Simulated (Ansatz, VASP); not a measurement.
Given: the input of a run of Ansatz 0.2.0 on Ti.

input.yaml

```yaml
crystal:
  lattice:
    - [-1.6299862453, 1.6299862453, 1.6299862453]
    - [1.6299862453, -1.6299862453, 1.6299862453]
    - [1.6299862453, 1.6299862453, -1.6299862453]
  atoms:
    - { symbol: Ti, position: [0.0, 0.0, 0.0] }
hamiltonian:
  xc: r2scan
  pseudopotentials: { kind: paw }
kpoints:
  mp_grid: { grid: [11, 11, 11] }
scf:
  occupations: { method: fermi_dirac, width: 0.05 }
output:
  forces: true
  stress: true
  eigenvalues: true
```

Potentials or basis: Ansatz PAW.

Run with:

```console
$ ansatz run input.yaml --threads 2 --pin off --max-ram 5632MiB --backend cpu --events-out ev --progress --plain --runs-dir out
```

Question: Translate it to VASP 6.6.1. Potentials there: VASP PAW PBE potentials, release 64 (Ti_sv).

Answer: As run (the cutoff follows the program's own potentials):

POSCAR

```
Ti
1.0
   -1.6299862453      1.6299862453      1.6299862453
    1.6299862453     -1.6299862453      1.6299862453
    1.6299862453      1.6299862453     -1.6299862453
Ti
1
Direct
    0.0000000000      0.0000000000      0.0000000000
```

Contents of INCAR.step1:

```
SYSTEM = Ti
PREC     = Accurate       ! precision mode
ENCUT    = 520            ! plane-wave cutoff, eV
ISMEAR   = -1             ! smearing method
SIGMA    = 0.05           ! smearing width, eV
LREAL    = .False.        ! projectors in reciprocal space
LASPH    = .True.         ! aspherical terms in the spheres
NELM     = 80             ! most SCF steps
NBANDS   = 12             ! bands
GGA      = PE             ! functional
ALGO     = Normal         ! electronic algorithm
EDIFF    = 1E-4           ! SCF threshold, eV
LWAVE    = .True.         ! write WAVECAR
LCHARG   = .False.        ! write CHGCAR
```

The input INCAR.step2:

```
SYSTEM = Ti
PREC     = Accurate       ! precision mode
ENCUT    = 520            ! plane-wave cutoff, eV
EDIFF    = 1E-6           ! SCF threshold, eV
ISMEAR   = -1             ! smearing method
SIGMA    = 0.05           ! smearing width, eV
LREAL    = .False.        ! projectors in reciprocal space
LASPH    = .True.         ! aspherical terms in the spheres
NELM     = 80             ! most SCF steps
ALGO     = Normal         ! electronic algorithm
ISIF     = 2              ! what is computed and relaxed
LWAVE    = .False.        ! write WAVECAR
LCHARG   = .True.         ! write CHGCAR
METAGGA  = R2SCAN         ! meta-GGA
LMIXTAU  = .True.       
LELF     = .True.         ! ELF
LVHAR    = .True.       
NBANDS   = 12             ! bands
ISTART   = 1
```

KPOINTS

```
regular mesh
0
Gamma
  11 11 11
  0 0 0
```

Potentials or basis: VASP PAW PBE potentials, release 64 (Ti_sv).

Run with:

```bash
$ cat potpaw_PBE.64/Ti_sv/POTCAR > POTCAR
$ cp INCAR.step1 INCAR
$ mpirun -np 1 vasp_std > vasp.out
$ cp INCAR.step2 INCAR
$ mpirun -np 1 vasp_std > vasp.out
```

Both were run:

|  | VASP | Ansatz | Ansatz less VASP |
| --- | --- | --- | --- |
| gap on the k mesh at the Fermi level (eV) | none | none | - |
| pressure (GPa) | -0.4 | -0.7 | -0.29 |

VASP's potentials were made for PBE, not for r2SCAN. A gap of «none» marks a metal or a gap that the smearing closes. With one functional, cell and mesh, what is left measures potentials, basis and numerics.
